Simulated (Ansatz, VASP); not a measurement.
# HfO2: VASP beside Ansatz

INCAR

```
ALGO = Normal ; EDIFF = 1E-6
ENCUT = 520 ; GGA = PE
ISIF = 2 ; ISMEAR = 0
LASPH = T ; LCHARG = F
LREAL = F ; LWAVE = F
NBANDS = 31 ; NELM = 80
PREC = Accurate ; SIGMA = 0.05
```

File KPOINTS:

```
k-points
0
Gamma
  6 6 6
```

The input POSCAR:

```
HfO2
1.0
    3.5580193300      0.0000000000      0.0000000000
    0.0000000000      3.5580193300      0.0000000000
    0.0000000000      0.0000000000      5.1718612100
Hf O
2 4
Direct
    0.6097216887      0.5000000000      0.4567240368
    0.0000000000      0.0000000000      0.0000000000
    0.0000000000      0.5000000000      0.6972078800
    0.5000000000      0.0000000000      0.8027921200
    0.5000000000      0.0000000000      0.3027921200
    0.0000000000      0.5000000000      0.1972078800
```

Input for Ansatz:

```yaml
crystal:
  lattice:
    - [3.55801933, 0.0, 0.0]
    - [0.0, 3.55801933, 0.0]
    - [0.0, 0.0, 5.17186121]
  atoms:
    - { symbol: Hf, position: [0.6097216887, 0.5, 0.4567240368] }
    - { symbol: Hf, position: [0.0, 0.0, 0.0] }
    - { symbol: O, position: [0.0, 0.5, 0.69720788] }
    - { symbol: O, position: [0.5, 0.0, 0.80279212] }
    - { symbol: O, position: [0.5, 0.0, 0.30279212] }
    - { symbol: O, position: [0.0, 0.5, 0.19720788] }
basis:
  ecutwfc: 420
kpoints:
  mp_grid: { grid: [6, 6, 6] }
hamiltonian:
  xc: pbe
scf:
  occupations: { method: gaussian, width: 0.05 }
output:
  forces: true
  stress: true
  eigenvalues: true
```

Alike in both runs: task single point; functional PBE; k mesh 6 × 6 × 6; occupations gaussian, width 0.05 eV; no spin polarisation.

|  | VASP | Ansatz |
| --- | --- | --- |
| version | VASP 6.6.1 | Ansatz 0.2.0 |
| potentials or method | VASP PAW PBE potentials, release 64 (Hf_pv, O), cutoff 520 eV | scalar-relativistic, plane waves, PAW |
| valence electrons in the cell | 44 | 76 |

VASP gave:

| Property | Result |
| --- | --- |
| gap on the k mesh at the Fermi level (eV) | 3.90 |
| least direct gap on the mesh (eV) | 4.23 |
| pressure (GPa) | 18.8 |
| traceless stress, the component that is largest in VASP (GPa) | -3.82 |
| rms of the force components (eV/Å) | 1.854 |

Task: Which values does Ansatz return?

Result: gap on the k mesh at the Fermi level (eV): 3.94; least direct gap on the mesh (eV): 4.26; pressure (GPa): 22.0; traceless stress, the component that is largest in VASP (GPa): -3.82; rms of the force components (eV/Å): 1.872.

Atom by atom the forces differ by 0.038 eV/Å (rms over components). The functional is the same, so the differences come from potentials, cutoffs and numerics. VASP's potentials hold 44 valence electrons a cell and Ansatz's 76, so a difference there can come from the potentials and not from the codes.

Neither program's run includes spin-orbit coupling.
